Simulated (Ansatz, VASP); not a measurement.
**Ga in VASP and in Ansatz**

```
Ga
1.0
     1.37750   -3.86175    0.00000
     1.37750    3.86175    0.00000
     0.00000    0.00000    3.17000
Ga
2
Direct
  0.86700 0.13300 0.25000
  0.13300 0.86700 0.75000
```

Change from the starting cell: strain -0.050 along x and y, +0.000 along z, atoms carried along.

Alike in both runs: task single point; functional PBEsol; k mesh 18 × 18 × 16; occupations gaussian, width 0.15 eV; no spin polarisation.

```csv
,VASP,Ansatz
version,VASP 6.6.1,Ansatz 0.2.0
potentials or method,"VASP PAW PBE potentials, release 64 (Ga_d), cutoff 520 eV","scalar-relativistic, plane waves, PAW"
valence electrons in the cell,26,26
```

Ansatz gave:

| Item | Value |
| --- | --- |
| gap on the k mesh at the Fermi level (eV) | none |
| pressure (GPa) | 4.4 |
| traceless stress, the component that is largest in VASP (GPa) | -1.78 |
| rms of the force components (eV/Å) | 0.118 |

Which values does VASP return?

gap on the k mesh at the Fermi level (eV): none; pressure (GPa): 4.6; traceless stress, the component that is largest in VASP (GPa): -1.77; rms of the force components (eV/Å): 0.117.

VASP's potentials were made for PBE, not for PBEsol. Atom by atom the forces differ by 0.001 eV/Å (rms over components). A gap of «none» marks a metal or a gap that the smearing closes. With one functional, cell and mesh, what is left measures potentials, basis and numerics.
